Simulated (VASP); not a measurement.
# Au (Fm-3m) in VASP: notebook

Au is run at these levels: LDA; tasks: relaxation of cell and atoms.

Program: VASP 6.6.1. These are calculated values, not measurements. Logs are shortened: lines on timing, memory, paths and dates and some standing lists are left out, and cuts for length are marked.

## (1) The cell of the first run

Symmetry: Fm-3m, No. 225, cubic system. The conventional cell has a = 4.044 Å, b = 4.044 Å, c = 4.044 Å, α = 90.00°, β = 90.00°, γ = 90.00°. Au (site symmetry m-3m) has 12 Au at 2.86 Å within 3.8 Å.

## (2) Relaxation of cell and atoms, LDA

Contents of INCAR:

```
ALGO = Normal ; EDIFF = 1E-6
EDIFFG = -0.02 ; ENCUT = 600
IBRION = 2 ; ISIF = 3
ISMEAR = -1 ; LASPH = T
LCHARG = F ; LREAL = F
LWAVE = F ; NELM = 100
NSW = 80 ; PREC = Accurate
SIGMA = 0.1
```

Contents of KPOINTS:

```
k-points
0
Gamma
  4 4 4
```

Contents of POSCAR:

```
Au
1.0
    4.0444672730      0.0000000000      0.0000000000
    0.0000000000      4.0444672730      0.0000000000
    0.0000000000      0.0000000000      4.0444672730
Au
4
Direct
    0.0000000000      0.0000000000      0.0000000000
    0.0000000000      0.5000000000      0.5000000000
    0.5000000000      0.0000000000      0.5000000000
    0.5000000000      0.5000000000      0.0000000000
```

Potentials or basis: VASP PAW LDA potentials, release 64 (Au).

Launch:

```console
> cat potpaw_LDA.64/Au/POTCAR > POTCAR
> mpirun -np 1 vasp_std > vasp.out
```

OUTCAR:

```text
EDIFF = 1E-6
   EDIFFG = -0.02
   ENCUT = 600
   IBRION = 2
   ISIF = 3
   ISMEAR = -1
   LASPH = T
   LREAL = F
   NELM = 100
   NSW = 80
   PREC = Accurate

 ion  position               nearest neighbor table
   1  0.000  0.000  0.000-   2 2.86   3 2.86   4 2.86   2 2.86   3 2.86   2 2.86   4 2.86   2 2.86
                             3 2.86   4 2.86   3 2.86   4 2.86
   2  0.000  0.500  0.500-   1 2.86   3 2.86   4 2.86   1 2.86   4 2.86   1 2.86   3 2.86   1 2.86
                             3 2.86   4 2.86   4 2.86   3 2.86
   3  0.500  0.000  0.500-   1 2.86   2 2.86   4 2.86   1 2.86   4 2.86   2 2.86   4 2.86   4 2.86
                             1 2.86   2 2.86   1 2.86   2 2.86
   4  0.500  0.500  0.000-   1 2.86   2 2.86   3 2.86   2 2.86   3 2.86   1 2.86   3 2.86   3 2.86
                             1 2.86   2 2.86   2 2.86   1 2.86

  LATTYP: Found a simple cubic cell.
 ALAT       =     4.0444672730

  Lattice vectors:

 A1 = (   4.0444672730,   0.0000000000,   0.0000000000)
 A2 = (   0.0000000000,   4.0444672730,   0.0000000000)
 A3 = (   0.0000000000,   0.0000000000,   4.0444672730)

Analysis of symmetry for initial positions (statically):
=====================================================================
 Subroutine PRICEL returns following result:

  LATTYP: Found a face centered cubic cell.
 ALAT       =     4.0444672730

  Lattice vectors:

 A1 = (   2.0222336365,  -2.0222336365,   0.0000000000)
 A2 = (   2.0222336365,   0.0000000000,   2.0222336365)
 A3 = (   0.0000000000,  -2.0222336365,   2.0222336365)

   4 primitive cells build up your supercell.

 Routine SETGRP: Setting up the symmetry group for a
 simple cubic supercell.

 Subroutine GETGRP returns: Found 48 space group operations
 (whereof 48 operations were pure point group operations)
 out of a pool of 48 trial point group operations.

The static configuration has the point symmetry O_h .

Analysis of symmetry for dynamics (positions and initial velocities):
=====================================================================
 Subroutine PRICEL returns following result:

  LATTYP: Found a face centered cubic cell.
 ALAT       =     4.0444672730

  Lattice vectors:

 A1 = (   2.0222336365,  -2.0222336365,   0.0000000000)
 A2 = (   2.0222336365,   0.0000000000,   2.0222336365)
 A3 = (   0.0000000000,  -2.0222336365,   2.0222336365)

   4 primitive cells build up your supercell.

 Routine SETGRP: Setting up the symmetry group for a
 simple cubic supercell.

 Subroutine GETGRP returns: Found 48 space group operations
 (whereof 48 operations were pure point group operations)
[... 75 lines left out ...]
 SYSTEM =  unknown system
   PREC   = accura    normal or accurate (medium, high low for compatibility)
   ISTART =      0    job   : 0-new  1-cont  2-samecut
   ICHARG =      2    charge: 1-file 2-atom 10-const
   ISPIN  =      1    spin polarized calculation?
   LNONCOLLINEAR =      F non collinear calculations
   LSORBIT =      F    spin-orbit coupling
   LASPH  =      T    aspherical Exc in radial PAW
   ENCUT  =  600.0 eV  44.10 Ry    6.64 a.u.   8.08  8.08  8.08*2*pi/ulx,y,z
   NELM   =    100;   NELMIN=  2; NELMDL= -5     # of ELM steps
   EDIFF  = 0.1E-05   stopping-criterion for ELM
   LREAL  =      F    real-space projection
   EDIFFG = -.2E-01   stopping-criterion for IOM
   NSW    =     80    number of steps for IOM
   IBRION =      2    ionic relax: 0-MD 1-quasi-New 2-CG
   NFREE  =      1    steps in history (QN), initial steepest desc. (CG)
   ISIF   =      3    stress and relaxation
   ISYM   =      2    0-nonsym 1-usesym 2-fastsym
   POTIM  = 0.5000    time-step for ionic-motion
   TEBEG  =    0.0;   TEEND  =   0.0 temperature during run
   PSTRESS=    0.0 pullay stress
   NELECT =      44.0000    total number of electrons
   NUPDOWN=      -1.0000    fix difference up-down
   EMIN   =  10.00;   EMAX   =-10.00  energy-range for DOS
   EFERMI =   0.00;   METHOD = LEGACY
   ISMEAR =    -1;   SIGMA  =   0.10  broadening in eV -4-tet -1-fermi 0-gaus
   EFERMI_NEDOS =   21; number of points for ismear=-14 and -15
   IALGO  =     38    algorithm
   IMIX   =      4    mixing-type and parameters
     AMIX     =   0.40;   BMIX     =  1.00
     AMIX_MAG =   1.60;   BMIX_MAG =  1.00
  volume/ion in A,a.u.               =      16.54       111.61
  Fermi-wavevector in a.u.,A,eV,Ry     =   1.428996  2.700411 27.783506  2.042030
  Thomas-Fermi vector in A             =   2.548998
   LORBIT       =      0    0 simple, 1 ext, 2 COOP (PROOUT), +10 PAW based schemes
   GGA     = CA    functional components
   LHFCALC =     F    Hartree Fock is set to
   AEXX    =    0.0000 exact exchange contribution
   IVDW    =     0    specifies the selected vdW correction
   LEPSILON=     F    determine dielectric tensor
   LRPA    =     F    only Hartree local field effects (RPA)
 conjugate gradient relaxation of ions
 non-spin polarized calculation
  energy-cutoff  :      600.00
  volume of cell :       66.16
 maximum number of plane-waves:      2272
   NGX = 17   NGY = 17   NGZ = 17

--------------------------------------- Ionic step        1  -------------------------------------------

 number of electron      44.0000015 magnetization

 Free energy of the ion-electron system (eV)
  ---------------------------------------------------
  ext. energy  EPLUGINS =         0.00000000
  ---------------------------------------------------
  free energy    TOTEN  =       -17.73954755 eV

  energy without entropy =      -17.68729877  energy(sigma->0) =      -17.71342316

------------------------ aborting loop because EDIFF is reached ----------------------------------------

  FORCE on cell =-STRESS in cart. coord.  units (eV):
  Direction    XX          YY          ZZ          XY          YZ          ZX
  --------------------------------------------------------------------------------------
  -------------------------------------------------------------------------------------
  Total        0.4144884      0.4144884      0.4144884      0.0000000      0.0000000      0.0000000
  in kB       10.0378107     10.0378107     10.0378107      0.0000000      0.0000000      0.0000000
  external PRESSURE =      10.0378107 kB  Pullay stress =       0.0000000 kB
[... 63 lines left out ...]
--------------------------------------- Ionic step        3  -------------------------------------------

 number of electron      44.0000012 magnetization

 Free energy of the ion-electron system (eV)
  ---------------------------------------------------
  ext. energy  EPLUGINS =         0.00000000
  ---------------------------------------------------
  free energy    TOTEN  =       -17.74059069 eV

  energy without entropy =      -17.68823222  energy(sigma->0) =      -17.71441146

 E-fermi :   9.6486     XC(G=0): -13.1293

 val. band max:        9.4393804276   @ k =   0.5000   0.5000   0.0000
 cond. band min:       9.8401178786   @ k =   0.2500   0.2500   0.0000
 fundamental gap:      0.4007374510
 Fermi energy:         9.6486453490

 k-point     1 :       0.0000    0.0000    0.0000
  band No.  band energies     occupation
      1      -0.4700      2.00000
      2       2.3802      2.00000
      3       2.3802      2.00000
      4       2.3802      2.00000
      5       2.7011      2.00000
      6       2.7011      2.00000
[... 310 lines left out ...]
  FREE ENERGIE OF THE ION-ELECTRON SYSTEM (eV)
  ---------------------------------------------------
  free  energy   TOTEN  =       -17.7405906874 eV

  energy  without entropy=      -17.6882322237  energy(sigma->0) =      -17.71441146

 reached required accuracy - stopping structural energy minimisation
```

OSZICAR:

```text
N       E                     dE             d eps       ncg     rms          rms(c)
DAV:   1     0.323005276075E+03    0.32301E+03   -0.25495E+04   520   0.185E+03
DAV:   2    -0.999757229609E+01   -0.33300E+03   -0.32456E+03   616   0.380E+02
DAV:   3    -0.189688723438E+02   -0.89713E+01   -0.88329E+01   562   0.602E+01
[... 20 lines left out ...]
DAV:   3    -0.177406054171E+02    0.21199E-02   -0.88519E-03   522   0.662E-01    0.388E-01
DAV:   4    -0.177406012109E+02    0.42062E-05   -0.50089E-04   520   0.135E-01    0.373E-02
DAV:   5    -0.177405894807E+02    0.11730E-04   -0.65856E-05   522   0.614E-02    0.442E-03
DAV:   6    -0.177405906659E+02   -0.11851E-05   -0.10403E-06   294   0.598E-03    0.106E-03
DAV:   7    -0.177405906874E+02   -0.21479E-07   -0.94240E-08   260   0.185E-03
   3 F= -.17740591E+02 E0= -.17714411E+02  d E =-.104314E-02
```

CONTCAR:

```text
Au
   1.00000000000000
     4.0512935085456743    0.0000000000000000    0.0000000000000000
     0.0000000000000000    4.0512935085456743    0.0000000000000000
     0.0000000000000000    0.0000000000000000    4.0512935085456743
  Au
     4
Direct
     0.0000000000000000    0.0000000000000000    0.0000000000000000
     0.0000000000000000    0.5000000000000000    0.5000000000000000
     0.5000000000000000    0.0000000000000000    0.5000000000000000
     0.5000000000000000    0.5000000000000000    0.0000000000000000

  0.00000000E+00  0.00000000E+00  0.00000000E+00
  0.00000000E+00  0.00000000E+00  0.00000000E+00
  0.00000000E+00  0.00000000E+00  0.00000000E+00
  0.00000000E+00  0.00000000E+00  0.00000000E+00
```

Run time: 16 s. Hardware: 1 thread of AMD EPYC 9R45 (Zen 5), shared host; peak memory 0.13 GiB.

Results:

```yaml
Free_energy: -17.7406 eV
Relaxed_volume: 16.62 Å³/atom
Relaxed_cell: a = 4.051 Å, b = 4.051 Å, c = 4.051 Å, α = 90.00°, β = 90.00°, γ = 90.00°
Space_group_after_relaxing_to_0.05_Å: Fm-3m (No. 225)
Energy_gained_by_relaxing: 0.3 meV/atom
Ionic_steps: 3
Pressure_after_relaxing: 0.0 GPa
Band_gap_on_the_k_mesh: zero (band 22 reaches 10.75 eV, above the bottom of band 23 at 8.59 eV)
```

The path:
| step | energy change (eV) | largest force (eV/Å) | pressure (GPa) | volume (Å³) |
| --- | --- | --- | --- | --- |
| 1 | 0.0000 | 0.0000 | 1.00 | 66.16 |
| 2 | 0.0029 | 0.0000 | -1.89 | 67.16 |
| 3 | -0.0010 | 0.0000 | 0.00 | 66.49 |

Final structure:
```xyz
4
Lattice="4.0513 0.0000 0.0000 0.0000 4.0513 0.0000 0.0000 0.0000 4.0513" Properties=species:S:1:pos:R:3 pbc="T T T"
Au    0.0000    0.0000    0.0000
Au    0.0000    2.0256    2.0256
Au    2.0256    0.0000    2.0256
Au    2.0256    2.0256    0.0000
```

Caveat: the k points lie up to 0.39 Å⁻¹ apart in the final cell; spin-orbit coupling is left out, which moves the levels of the heavy elements.

## (3) Relaxation of cell and atoms, LDA

This run uses another cell than the first one, of 16.85 Å³/atom, 1.019 times its volume.

Contents of INCAR:

```
PREC     = Accurate       # precision mode
ENCUT    = 600            # plane-wave cutoff, eV
EDIFF    = 1E-6           # SCF threshold, eV
ISMEAR   = -1             # smearing method
SIGMA    = 0.1            # smearing width, eV
LREAL    = False          # projectors in reciprocal space
LASPH    = True           # aspherical terms in the spheres
NELM     = 60             # most SCF steps
ALGO     = Normal         # electronic algorithm
ISIF     = 3              # what is computed and relaxed
LWAVE    = False          # write WAVECAR
LCHARG   = False          # write CHGCAR
GGA      = CA             # functional
IBRION   = 2              # ionic algorithm
NSW      = 80             # ionic steps
EDIFFG   = -0.02          # ionic threshold
```

Contents of KPOINTS:

```
regular mesh
0
Gamma
  4 4 4
```

Contents of POSCAR:

```
Au
1.0
    4.0700000000      0.0000000000      0.0000000000
    0.0000000000      4.0700000000      0.0000000000
    0.0000000000      0.0000000000      4.0700000000
Au
4
Direct
    0.0000000000      0.0000000000      0.0000000000
    0.0000000000      0.5000000000      0.5000000000
    0.5000000000      0.0000000000      0.5000000000
    0.5000000000      0.5000000000      0.0000000000
```

Potentials or basis: VASP PAW LDA potentials, release 64 (Au).

Launch:

```console
> cat potpaw_LDA.64/Au/POTCAR > POTCAR
> mpirun -np 1 vasp_std > vasp.out
```

Run time: 24 s. Hardware: 1 thread of AMD EPYC 9R45 (Zen 5), shared host; peak memory 0.15 GiB.

The run converged. Its results:

```
Free energy                            : -17.7408 eV
Relaxed volume                         : 16.63 Å³/atom
Relaxed cell                           : a = 4.051 Å, b = 4.051 Å, c = 4.051 Å, α = 90.00°, β = 90.00°, γ = 90.00°
Space group after relaxing (to 0.05 Å) : Fm-3m (No. 225)
Energy gained by relaxing              : 1.9 meV/atom
Ionic steps                            : 3
Pressure after relaxing                : 0.0 GPa
Band gap on the k mesh                 : zero (band 22 reaches 10.75 eV, above the bottom of band 23 at 8.59 eV)
```

The path:
```tsv
step	energy change (eV)	largest force (eV/Å)	pressure (GPa)	volume (Å³)
1	0.0000	0.0000	-2.60	67.42
2	0.0210	0.0000	5.52	64.78
3	-0.0076	0.0000	-0.03	66.50
```

Final structure:
```
Au
1.0
     4.05148    0.00000    0.00000
     0.00000    4.05148    0.00000
     0.00000    0.00000    4.05148
Au
4
Cartesian
  0.0000 0.0000 0.0000
  0.0000 2.0257 2.0257
  2.0257 0.0000 2.0257
  2.0257 2.0257 0.0000
```

Levels at points of the mesh, in eV from the Fermi level:
```tsv
k point	band 20	band 21	band 22	band 23	band 24	band 25
(0.00, 0.00, 0.00)	-1.59	-1.59	0.95	0.95	0.95	6.01
(0.50, 0.00, 0.00)	-2.60	-1.59	-1.59	4.86	4.86	6.40
(0.50, 0.50, 0.00)	-3.22	-0.21	-0.21	-0.21	-0.21	8.69
(0.50, 0.50, 0.50)	-1.93	-1.06	-1.06	-1.06	-1.06	3.24
```

Caveat: the k points lie up to 0.39 Å⁻¹ apart in the final cell; spin-orbit coupling is left out, which moves the levels of the heavy elements.
